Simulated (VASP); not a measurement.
Set up this calculation in VASP 6.6.1, as the native input.

```yaml
Task: single point
Functional: PBE
Dispersion: D3(BJ)
Potentials_or_basis: VASP PAW PBE potentials, release 64 (S, Mo_sv)
Cutoff: 520 eV
k_mesh: 12 × 12 × 1
Occupations: gaussian, width 0.05 eV
Spin: collinear spin
Starting_moments: "[0.0, 0.0, 1.0] μB"
Dipole_correction: yes
Further_INCAR_settings: ALGO = Normal; EDIFF = 1e-07; NBANDS = 24
```

The structure of MoS2 lies in POSCAR:

```
MoS2
1.0
    3.1546236268     -0.0000000029      0.0000000000
   -1.5773118109      2.7319842016      0.0000000000
    0.0000000000      0.0000000000     23.1030829808
S Mo
2 1
Direct
    0.6666666667      0.3333333333      0.4321369132
    0.6666666667      0.3333333333      0.5678556547
    0.3333333333      0.6666666667      0.4999954661
```

These files were run (other wordings do the same):

INCAR

```
PREC     = Accurate       # precision mode
ENCUT    = 520            # plane-wave cutoff, eV
EDIFF    = 1E-7           # SCF threshold, eV
ISMEAR   = 0              # smearing method
SIGMA    = 0.05           # smearing width, eV
LREAL    = F              # projectors in reciprocal space
LASPH    = T              # aspherical terms in the spheres
NELM     = 150            # most SCF steps
ALGO     = Normal         # electronic algorithm
ISIF     = 2              # what is computed and relaxed
LWAVE    = F              # write WAVECAR
LCHARG   = F              # write CHGCAR
ISPIN    = 2              # spin polarisation
MAGMOM   = 0 0 1          # initial moments
LORBIT   = 11             # projections on sites
LMAXMIX  = 4              # l up to which the mixer works
LDIPOL   = T            
IDIPOL   = 3            
DIPOL    = 0.5 0.5 0.500
GGA      = PE             # functional
IVDW     = 12             # dispersion correction
NBANDS   = 24             # bands
```

KPOINTS

```
Automatic mesh
0
Gamma
  12 12 1
```

Potentials or basis: VASP PAW PBE potentials, release 64 (S, Mo_sv).

Launch:

```console
$ cat potpaw_PBE.64/S/POTCAR potpaw_PBE.64/Mo_sv/POTCAR > POTCAR
$ mpirun -np 1 vasp_std > vasp.out
```

Results of the run:

The largest force is 0.022 eV/Å and the band gap on the k mesh is 1.78 eV. The net moment is 0.00 μB per cell, the valence electrons inside the program's atomic spheres are S 3.71; Mo 12.47 and the dispersion energy per atom is -0.319 eV.

Wall time 8.3 min on 1 thread of Intel Xeon 8259CL (shared host), peak memory 0.47 GiB.
